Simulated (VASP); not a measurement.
Write the native input for VASP 6.6.1 that does the following.

- Task: single point
- Functional: PBE
- Potentials or basis: VASP PAW PBE potentials, release 64 (Sb)
- Cutoff: 520 eV
- k mesh: 14 × 14 × 18
- Occupations: gaussian, width 0.1 eV
- Spin: no spin polarisation
- Dipole correction: no
- Further INCAR settings: ALGO = Normal; EDIFF = 1e-06; NBANDS = 8

The structure of Sb lies in POSCAR:

```
Sb
1.0
   -1.5989199678      1.5066640163      2.6958422447
    1.4362036619     -1.5917104055      2.6506901338
    1.5690602967      1.5618507345     -2.7452825448
Sb
1
Direct
    0.0000000000      0.0000000000      0.0000000000
```

This cell differs from its parent crystal: the cell strained at random.

One way to write it, as run:

INCAR

```
PREC     = Accurate       # precision mode
ENCUT    = 520            # plane-wave cutoff, eV
EDIFF    = 1E-6           # SCF threshold, eV
ISMEAR   = 0              # smearing method
SIGMA    = 0.1            # smearing width, eV
LREAL    = F              # projectors in reciprocal space
LASPH    = T              # aspherical terms in the spheres
NELM     = 60             # most SCF steps
ALGO     = Normal         # electronic algorithm
ISIF     = 2              # what is computed and relaxed
LWAVE    = F              # write WAVECAR
LCHARG   = F              # write CHGCAR
GGA      = PE             # functional
NBANDS   = 8              # bands
```

KPOINTS

```
regular mesh
0
Gamma
  14 14 18
```

Potentials or basis: VASP PAW PBE potentials, release 64 (Sb).

The run is started by

```sh
$ cat potpaw_PBE.64/Sb/POTCAR > POTCAR
$ mpirun -np 1 vasp_std > vasp.out
```

Results of the run:

```json
{
  "Pressure": "9.6 GPa",
  "Band gap on the k mesh": "zero (an odd number of electrons rules out a gap without spin polarisation)"
}
```

Caveat: the cell differs from its parent crystal (the cell strained at random); the cell stands under pressure; spin-orbit coupling is left out, which moves the levels of the heavy elements; an odd number of electrons without spin polarisation forces a metal; a magnetic or distorted state may lie lower.

Run time: 4.9 min on 1 thread of Intel(R) Xeon(R) Platinum 8259CL CPU @ 2.50GHz (Skylake/Cascade Lake) (shared host), peak memory 0.45 GiB.
